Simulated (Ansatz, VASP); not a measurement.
# InSe: VASP beside Ansatz

The input INCAR:

```
PREC     = Accurate       # precision mode
ENCUT    = 520            # plane-wave cutoff, eV
EDIFF    = 1E-6           # SCF threshold, eV
ISMEAR   = 0              # smearing method
SIGMA    = 0.05           # smearing width, eV
LREAL    = False          # projectors in reciprocal space
LASPH    = True           # aspherical terms in the spheres
NELM     = 80             # most SCF steps
ALGO     = Normal         # electronic algorithm
ISIF     = 2              # what is computed and relaxed
LWAVE    = False          # write WAVECAR
LCHARG   = False          # write CHGCAR
LDIPOL   = True         
IDIPOL   = 3            
DIPOL    = 0.5 0.5 0.413
GGA      = PE             # functional
IVDW     = 12             # dispersion correction
NBANDS   = 48             # bands
```

KPOINTS

```
regular mesh
0
Gamma
  9 9 1
```

Contents of POSCAR:

```
InSe
1.0
    4.0266103653      0.0000000000      0.0000000000
   -2.0133051827      3.4871468675      0.0000000000
    0.0000000000      0.0000000000     28.2707107737
Se In
4 4
Direct
    0.0000000000      0.0000000000      0.1591753400
    0.0000000000      0.0000000000      0.3496677344
    0.2222222222      0.6666666667      0.4755931145
    0.2222222222      0.6666666667      0.6660855089
    0.6666666667      0.3333333333      0.2049979902
    0.6666666667      0.3333333333      0.3038451596
    0.8888888889      1.0000000000      0.5214157648
    0.8888888889      1.0000000000      0.6202629341
```

Input for Ansatz:

```yaml
crystal:
  lattice:
    - [4.0266103653, 0.0, 0.0]
    - [-2.0133051827, 3.4871468675, 0.0]
    - [0.0, 0.0, 28.2707107737]
  atoms:
    - { symbol: Se, position: [0.0, 0.0, 0.15917534] }
    - { symbol: In, position: [0.6666666667, 0.3333333333, 0.2049979902] }
    - { symbol: In, position: [0.6666666667, 0.3333333333, 0.3038451596] }
    - { symbol: Se, position: [0.0, 0.0, 0.3496677344] }
    - { symbol: Se, position: [0.2222222222, 0.6666666667, 0.4755931145] }
    - { symbol: In, position: [0.8888888889, 1.0, 0.5214157648] }
    - { symbol: In, position: [0.8888888889, 1.0, 0.6202629341] }
    - { symbol: Se, position: [0.2222222222, 0.6666666667, 0.6660855089] }
basis:
  ecutwfc: 420
kpoints:
  mp_grid: { grid: [9, 9, 1] }
hamiltonian:
  xc: pbe
  pseudopotentials: { kind: paw, azcp: { folder: soft_1 } }
  dispersion: d3bj
scf:
  occupations: { method: gaussian, width: 0.05 }
output:
  forces: true
  eigenvalues: true
efield:
  axis: 3
  dipole_correction: true
  ramp_width: 0.04
```

Alike in both runs: task single point; functional PBE; dispersion D3(BJ); k mesh 9 × 9 × 1; occupations gaussian, width 0.05 eV; no spin polarisation.

|  | VASP | Ansatz |
| --- | --- | --- |
| version | VASP 6.6.1 | Ansatz 0.2.0 |
| potentials or method | VASP PAW PBE potentials, release 64 (Se, In_d), cutoff 520 eV | scalar-relativistic, plane waves, PAW |
| valence electrons in the cell | 76 | 116 |

Ansatz gave:

* gap on the k mesh at the Fermi level (eV): 1.24
* least direct gap on the mesh (eV): 1.28
* rms of the force components (eV/Å): 0.021

Q: What did VASP give for the same quantities?

A: gap on the k mesh at the Fermi level (eV): 1.23; least direct gap on the mesh (eV): 1.27; rms of the force components (eV/Å): 0.024.

VASP's potentials hold 76 valence electrons a cell and Ansatz's 116, so a difference there can come from the potentials and not from the codes.
